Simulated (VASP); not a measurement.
The system is VO2.

```xyz
6
Lattice="4.5665 0.0000 0.0000 0.0000 4.5665 0.0000 0.0000 0.0000 3.0845" Properties=species:S:1:pos:R:3 pbc="T T T"
V     2.2833    2.2833    1.5423
V     0.0000    0.0000    0.0000
O     0.9149    3.6516    1.5423
O     3.6516    0.9149    1.5423
O     3.1982    3.1982    0.0000
O     1.3683    1.3683    0.0000
```

Base run:

| Quantity | Value |
| --- | --- |
| Program | VASP 6.6.1 |
| Functional | PBEsol |
| Potentials or basis | VASP PAW PBE potentials, release 64 (V_sv, O) |
| Cutoff | 600 eV |
| k mesh | 6 × 6 × 9 |
| Occupations | fermi-dirac, width 0.05 eV |
| Spin | collinear spin, ferromagnetic start |
| Starting moments | [2.0, 2.0, 0.0, 0.0, 0.0, 0.0] μB |

Its results: band gap on the k mesh zero (filled and empty bands overlap); pressure -22.9 GPa; net moment 2.00 μB per cell; site moments V +1.09; O -0.08 μB; largest force 0.294 eV/Å.

**Question.** The run is repeated on the same cell with these changes: functional from PBEsol to LDA; potentials or basis from VASP PAW PBE potentials, release 64 (V_sv, O) to VASP PAW LDA potentials, release 64 (V_sv, O). What comes out?

**Answer.** Band gap on the k mesh zero (filled and empty bands overlap); pressure -28.7 GPa; net moment 2.00 μB per cell; site moments V +1.04; O -0.05 μB; largest force 0.335 eV/Å.

Caveats: semilocal functionals often make such compounds metallic where correlation or magnetic order opens a gap, which also shifts bond lengths; the stress differs along the axes, from -35 to -17 GPa (at least some runs); the PAW data sets were made with another functional, which shifts forces and pressure a little (at least some runs); the stress differs along the axes, from -42 to -22 GPa (at least some runs).
